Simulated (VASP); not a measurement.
Write the native input for VASP 6.6.1 that does the following.

```yaml
Task: single point
Functional: PBE
Dispersion: D3(BJ)
Potentials_or_basis: VASP PAW PBE potentials, release 64 (O, H, Ca_sv, Cl)
Cutoff: 520 eV
k_mesh: 1 × 1 × 1
Occupations: fermi-dirac, width 0.05 eV
Spin: no spin polarisation
Dipole_correction: no
Further_INCAR_settings: LREAL = Auto; ALGO = Normal; EDIFF = 1e-06; NBANDS = 41
```

The structure of CaH8Cl2O4 lies in POSCAR:

```
CaH8Cl2O4
1.0
    6.2299620000      0.0000000000      0.0000000000
    0.0000000000      6.2299620000      0.0000000000
    0.0000000000      0.0000000000      6.2299620000
O H Ca Cl
4 8 1 2
Direct
    0.5501478179      0.8793472577      0.2224251127
    0.7913691929     -0.0225844074      0.7008871001
    0.0870791828      0.2799375020      0.3856845355
    0.4902277093      0.6587199087      0.6156698869
    0.7121391752      0.8530068081      0.2056513346
    0.5245938900      1.0067637652      0.1493267535
    0.8847084461     -0.0967261117      0.8019792095
    0.7175806209      0.0916538496      0.7794269050
    0.0327770860      0.1748164756      0.4857654027
   -0.0362442018      0.3231801414      0.3010772778
    0.6017853720      0.7700046967      0.6307903644
    0.4780928038      0.5604047023      0.7417701745
    0.3651707667      0.5531333899      0.2775137312
   -0.0248637151      0.6755899956      1.1139554302
    0.4617684666      0.2977546251      0.9376943230
```

The input as run:

INCAR

```
SYSTEM = CaH8Cl2O4
ALGO = Normal
EDIFF = 1E-6
ENCUT = 520
GGA = PE
ISIF = 2
ISMEAR = -1
IVDW = 12
LASPH = .True.
LCHARG = .False.
LREAL = Auto
LWAVE = .False.
NBANDS = 41
NELM = 80
PREC = Accurate
SIGMA = 0.05
```

KPOINTS

```
k-points
0
Gamma
  1 1 1
  0 0 0
```

Potentials or basis: VASP PAW PBE potentials, release 64 (O, H, Ca_sv, Cl).

The run is started by

```sh
$ cat potpaw_PBE.64/O/POTCAR potpaw_PBE.64/H/POTCAR potpaw_PBE.64/Ca_sv/POTCAR potpaw_PBE.64/Cl/POTCAR > POTCAR
$ mpirun -np 1 vasp_gam > vasp.out
```

Results of the run:

The pressure is -0.5 GPa, the largest force is 3.254 eV/Å and the dispersion energy per atom is -0.054 eV.

Caveat: the k points lie up to 1.01 Å⁻¹ apart, too coarse for converged energies, forces and pressures; the atoms stand as in a frame of molecular dynamics.

It took 39 s on 1 thread of Intel Xeon 8259CL, with other jobs on the host, peak memory 0.32 GiB.
